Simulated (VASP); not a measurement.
# C (Fmmm) in VASP: further runs, part 2 of 2

VASP 6.6.1. The steps go on from the part before.

### 4 Single point, PBEsol+D3(BJ)

This run uses another cell than the first one, of 8.70 Å³/atom, 1.056 times its volume.

Input file INCAR:

```
SYSTEM = C
  ALGO = Normal
  EDIFF = 1E-6
  ENCUT = 520
  GGA = PS
  ISIF = 2
  ISMEAR = 0
  IVDW = 12
  LASPH = .True.
  LCHARG = .False.
  LREAL = .False.
  LWAVE = .False.
  NBANDS = 11
  NELM = 60
  PREC = Accurate
  SIGMA = 0.03
```

Input file KPOINTS:

```
k-points
0
Gamma
  18 18 18
  0 0 0
```

Input file POSCAR:

```
C
1.0
    0.0000000000      2.0027417008      3.7532044021
    1.1570487724      0.0000000000      3.7532044021
    1.1570487724      2.0027417008      0.0000000000
C
2
Direct
    0.1667066167      0.8332933833      0.1667066167
    0.8332933833      0.1667066167      0.8332933833
```

Potentials or basis: VASP PAW PBE potentials, release 64 (C).

On the command line:

```bash
$ cat potpaw_PBE.64/C/POTCAR > POTCAR
$ mpirun -np 1 vasp_std > vasp.out
```

OUTCAR:

```text
SYSTEM = C
   EDIFF = 1E-6
   ENCUT = 520
   GGA = PS
   ISIF = 2
   ISMEAR = 0
   IVDW = 12
   LASPH = .True.
   LREAL = .False.
   NELM = 60
   PREC = Accurate
 IVDW          = 12

 ion  position               nearest neighbor table
   1  0.167  0.833  0.167-   2 1.34   2 1.34   2 1.34
   2  0.833  0.167  0.833-   1 1.34   1 1.34   1 1.34

  LATTYP: Found a face centered orthorhombic cell.
 ALAT       =     2.3140975448
 B/A-ratio  =     1.7309051689
 C/A-ratio  =     3.2437737212

  Lattice vectors:

 A1 = (   0.0000000000,   2.0027417008,   3.7532044021)
 A2 = (   1.1570487724,   0.0000000000,   3.7532044021)
 A3 = (   1.1570487724,   2.0027417008,   0.0000000000)

Analysis of symmetry for initial positions (statically):
=====================================================================
 Subroutine PRICEL returns:
 Original cell was already a primitive cell.

 Routine SETGRP: Setting up the symmetry group for a
 face centered orthorhombic supercell.

 Subroutine GETGRP returns: Found  8 space group operations
 (whereof  8 operations were pure point group operations)
 out of a pool of  8 trial point group operations.

The static configuration has the point symmetry D_2h.

Analysis of symmetry for dynamics (positions and initial velocities):
=====================================================================
 Subroutine PRICEL returns:
 Original cell was already a primitive cell.

 Routine SETGRP: Setting up the symmetry group for a
 face centered orthorhombic supercell.

 Subroutine GETGRP returns: Found  8 space group operations
 (whereof  8 operations were pure point group operations)
 out of a pool of  8 trial point group operations.

The dynamic configuration has the point symmetry D_2h.

 Subroutine INISYM returns: Found  8 space group operations
 (whereof  8 operations are pure point group operations),
 and found     1 'primitive' translations

----------------------------------------------------------------------------------------

[... 120 lines left out ...]
   IVDW    =    12    specifies the selected vdW correction
   LEPSILON=     F    determine dielectric tensor
   LRPA    =     F    only Hartree local field effects (RPA)
 non-spin polarized calculation
 Gauss-broadening in eV      SIGMA  =   0.03
  energy-cutoff  :      520.00
  volume of cell :       17.39
 maximum number of plane-waves:       490
   NGX = 15   NGY = 15   NGZ =  9

 number of electron       8.0000000 magnetization

 Free energy of the ion-electron system (eV)
  ---------------------------------------------------
  ext. energy  EPLUGINS =         0.00000000
  ---------------------------------------------------
  free energy    TOTEN  =       -18.70717813 eV

  energy without entropy =      -18.70715904  energy(sigma->0) =      -18.70716859

 E-fermi :   4.8007     XC(G=0): -10.0861

 val. band max:        4.7829459145   @ k =  -0.2778   0.0556   0.3333
 cond. band min:       4.8181032158   @ k =  -0.2222   0.1111   0.3333
 fundamental gap:      0.0351573012
 Fermi energy:         4.8007047638

 k-point     1 :       0.0000    0.0000    0.0000
  band No.  band energies     occupation
      1     -16.3071      2.00000
      2      -3.7118      2.00000
      3       1.9381      2.00000
      4       1.9484      2.00000
      5       7.4626      0.00000
      6      14.4400      0.00000
      7      14.4548      0.00000
      8      18.7520      0.00000
      9      22.1005      0.00000
     10      26.0344      0.00000
     11      29.6833      0.00000
[... 309 lines left out ...]
 k-point    24 :      -0.2222    0.0556    0.0000
  band No.  band energies     occupation
      1     -14.2789      2.00000
      2      -3.6919      2.00000
      3      -1.3439      2.00000
      4      -0.8042      2.00000
      5      10.2992      0.00000
      6      12.3123      0.00000
      7      14.5783      0.00000
      8      21.6979      0.00000
      9      23.7068      0.00000
     10      24.4829      0.00000
     11      28.7700      0.00000

 [... further k-points ...]

------------------------ aborting loop because EDIFF is reached ----------------------------------------

 Edisp (eV)   -0.17876

 E8    (eV) :    -0.0866

  FORCE on cell =-STRESS in cart. coord.  units (eV):
  Direction    XX          YY          ZZ          XY          YZ          ZX
  --------------------------------------------------------------------------------------
  -------------------------------------------------------------------------------------
  Total       9.90309     9.95230    -0.23803     0.00000     0.00000     0.00000
  in kB     912.16321   916.69559   -21.92474     0.00000     0.00000     0.00000
  external pressure =      602.31 kB  Pullay stress =        0.00 kB

 VOLUME and BASIS-vectors are now :
 -----------------------------------------------------------------------------
  energy-cutoff  :      520.00
  volume of cell :       17.39
      direct lattice vectors                 reciprocal lattice vectors
     0.000000000  2.002741701  3.753204402    -0.432133901  0.249657757  0.133219496
     1.157048772  0.000000000  3.753204402     0.432133901 -0.249657757  0.133219496
     1.157048772  2.002741701  0.000000000     0.432133901  0.249657757 -0.133219496

 POSITION                                       TOTAL-FORCE (eV/Angst)
 -----------------------------------------------------------------------------------
      1.15705      0.66774      3.75320         0.000000     -0.003815      0.000000
      1.15705      3.33774      3.75320         0.000000      0.003815      0.000000
 -----------------------------------------------------------------------------------
    total drift:                                0.000000      0.000000     -0.000000

  FREE ENERGIE OF THE ION-ELECTRON SYSTEM (eV)
  ---------------------------------------------------
  free  energy   TOTEN  =       -18.8859349682 eV

  energy  without entropy=      -18.8859158774  energy(sigma->0) =      -18.88592542
```

Run time: 59 s. Hardware: 1 thread of Intel Xeon 6975P-C (Granite Rapids), shared host; peak memory 0.26 GiB.

What came out:

```
Free energy                : -18.8859 eV
Pressure                   : 60.2 GPa
Largest force              : 0.004 eV/Å
Band gap on the k mesh     : 0.04 eV, indirect (least direct gap 0.07 eV)
Dispersion energy per atom : -0.089 eV
```

Forces on the atoms (eV/Å):
```
C    0.000 -0.004  0.000
C    0.000  0.004  0.000
```

Caveat: the PAW data sets were made with another functional, which shifts forces and pressure a little.

### 5 The runs side by side

| cell | gap on the mesh (eV) | pressure (GPa) |
| --- | --- | --- |
| a = 3.876, b = 3.480, c = 2.413 Å, angles 80.0, 62.2, 37.8°, 2 atoms | 0.09 | 19.0 |
| a = 4.041, b = 3.665, c = 2.408 Å, angles 80.5, 63.5, 36.0°, 2 atoms | 0.06 | 19.3 |
| a = 4.254, b = 3.928, c = 2.313 Å, angles 81.5, 65.9, 32.5°, 2 atoms | 0.04 | 60.2 |

Alike in all rows: task single point; level PBEsol+D3(BJ); potentials or basis VASP PAW PBE potentials, release 64 (C); no spin polarisation; k mesh 18 × 18 × 18; cutoff (eV) 520; smearing gaussian 0.03 eV.

Caveats: the PAW data sets were made with another functional, which shifts forces and pressure a little.

Absolute energies hang on the potentials; compare differences alone.
